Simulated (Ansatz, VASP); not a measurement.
MgO in VASP and in Ansatz

Contents of POSCAR:

```
MgO
1.0
   -0.6646201162      1.8277053197      1.8277053197
    1.8277053197     -0.6646201162      1.8277053197
    1.8277053197      1.8277053197     -0.6646201162
Mg O
1 1
Direct
    0.0000000000      0.0000000000      0.0000000000
    0.5000000000      0.5000000000      0.5000000000
```

File INCAR.step1:

```
  ALGO = Normal
  EDIFF = 1E-4
  ENCUT = 520
  GGA = PE
  ISMEAR = 0
  LASPH = True
  LCHARG = False
  LREAL = False
  LWAVE = True
  NBANDS = 11
  NELM = 100
  PREC = Accurate
  SIGMA = 0.05
```

Contents of INCAR.step2:

```
  ALGO = Normal
  EDIFF = 1E-7
  ENCUT = 520
  ISIF = 2
  ISMEAR = 0
  ISTART = 1
  LASPH = True
  LCHARG = True
  LELF = True
  LMIXTAU = True
  LREAL = False
  LVHAR = True
  LWAVE = False
  METAGGA = R2SCAN
  NBANDS = 11
  NELM = 100
  PREC = Accurate
  SIGMA = 0.05
```

KPOINTS

```
k-points
0
Gamma
  10 10 10
```

Input for Ansatz:

```yaml
crystal:
  lattice:
    - [-0.6646201162, 1.8277053197, 1.8277053197]
    - [1.8277053197, -0.6646201162, 1.8277053197]
    - [1.8277053197, 1.8277053197, -0.6646201162]
  atoms:
    - { symbol: Mg, position: [0.0, 0.0, 0.0] }
    - { symbol: O, position: [0.5, 0.5, 0.5] }
basis:
  ecutwfc: 500
kpoints:
  mp_grid: { grid: [10, 10, 10] }
hamiltonian:
  xc: r2scan
scf:
  occupations: { method: gaussian, width: 0.05 }
output:
  forces: true
  stress: true
  eigenvalues: true
```

Alike in both runs: task single point; functional r2SCAN; k mesh 10 × 10 × 10; occupations gaussian, width 0.05 eV; no spin polarisation.

|  | VASP | Ansatz |
| --- | --- | --- |
| version | VASP 6.6.1 | Ansatz 0.2.0 |
| potentials or method | VASP PAW PBE potentials, release 64 (Mg, O), cutoff 520 eV | scalar-relativistic, plane waves, PAW |
| valence electrons in the cell | 8 | 16 |

VASP gave:

| Item | Value |
| --- | --- |
| gap on the k mesh at the Fermi level (eV) | 3.55 |
| least direct gap on the mesh (eV) | 3.73 |
| pressure (GPa) | -3.6 |
| traceless stress, the component that is largest in VASP (GPa) | 9.85 |

Q: What did Ansatz give for the same quantities?

A: gap on the k mesh at the Fermi level (eV): 3.58; least direct gap on the mesh (eV): 3.77; pressure (GPa): -2.5; traceless stress, the component that is largest in VASP (GPa): 9.74.

VASP's potentials were made for PBE, not for r2SCAN. VASP's potentials hold 8 valence electrons a cell and Ansatz's 16, so a difference there can come from the potentials and not from the codes.
